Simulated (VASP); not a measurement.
Set up this calculation in VASP 6.6.1, as the native input.

```
Task                   : single point
Functional             : PBE
Potentials or basis    : VASP PAW PBE potentials, release 64 (K_sv, Te, Br)
Cutoff                 : 520 eV
k mesh                 : 2 × 2 × 2
Occupations            : gaussian, width 0.1 eV
Spin                   : no spin polarisation
Dipole correction      : no
Further INCAR settings : ALGO = Normal; EDIFF = 1e-07; NBANDS = 37
```

The structure of K4TeBr2 lies in POSCAR:

```
K4TeBr2
1.0
    0.0213599626     -0.0190364147      5.9682203459
   -6.2865617080      0.0093194066     -0.0227786917
    3.1560356391     -8.4900897824      0.0385302210
K Te Br
4 1 2
Direct
    0.5005157189      0.8770948759      0.7533801668
    0.4999196243      0.1225737602      0.2470301441
    0.0004290847      0.6061690296      0.2142750970
   -0.0007803700      0.3935141400      0.7848083777
    1.0003128984      0.0004303278     -0.0001037786
    0.4988693203      0.6741824775      0.3487059875
    0.5007337233      0.3260353890      0.6519040054
```

The input as run:

INCAR

```
SYSTEM = K4TeBr2
PREC = Accurate
ENCUT = 520
EDIFF = 1E-7
ISMEAR = 0
SIGMA = 0.1
LREAL = .False.
LASPH = .True.
NELM = 80
ALGO = Normal
ISIF = 2
LWAVE = .False.
LCHARG = .False.
GGA = PE
NBANDS = 37
```

KPOINTS

```
regular mesh
0
Gamma
  2 2 2
  0 0 0
```

Potentials or basis: VASP PAW PBE potentials, release 64 (K_sv, Te, Br).

The run is started by

```sh
$ cat potpaw_PBE.64/K_sv/POTCAR potpaw_PBE.64/Te/POTCAR potpaw_PBE.64/Br/POTCAR > POTCAR
$ mpirun -np 1 vasp_std > vasp.out
```

It gave:

```yaml
Pressure: 0.0 GPa
Largest_force: 0.018 eV/Å
Band_gap_on_the_k_mesh: 2.06 eV
```

Caveat: the k points lie up to 0.53 Å⁻¹ apart; spin-orbit coupling is left out, which moves the levels of the heavy elements.

Run time: 4.3 min on 1 thread of Intel Xeon 8259CL, on a shared host, peak memory 0.43 GiB.
